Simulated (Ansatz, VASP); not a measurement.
**SiW3 in VASP and in Ansatz**

```
Si W
1.0
    -2.57720    2.57720    2.57720
     2.57720   -2.57720    2.57720
     2.57720    2.57720   -2.57720
Si W
1 3
Direct
  0.00000 0.00000 0.00000
  0.50000 0.50000 0.00000
  0.50000 0.00000 0.50000
  0.00000 0.50000 0.50000
```

Alike in both runs: functional PBEsol; k mesh 12 × 12 × 12; occupations gaussian, width 0.1 eV; no spin polarisation.

Ansatz relaxed the structure, and its values are those at the end. VASP's run is a single point on that final structure, the one shown.

```csv
,VASP,Ansatz
version,VASP 6.6.1,Ansatz 0.2.0
potentials or method,"VASP PAW PBE potentials, release 64 (Si, W_sv), cutoff 520 eV","scalar-relativistic, plane waves, PAW"
valence electrons in the cell,46,46
```

|  | VASP | Ansatz | Ansatz less VASP |
| --- | --- | --- | --- |
| gap on the k mesh at the Fermi level (eV) | none | none | - |
| pressure (GPa) | 0.5 | 0.0 | -0.51 |

VASP's potentials were made for PBE, not for PBEsol. A gap of «none» marks a metal or a gap that the smearing closes. With one functional, cell and mesh, what is left measures potentials, basis and numerics.

Neither program's run includes spin-orbit coupling.
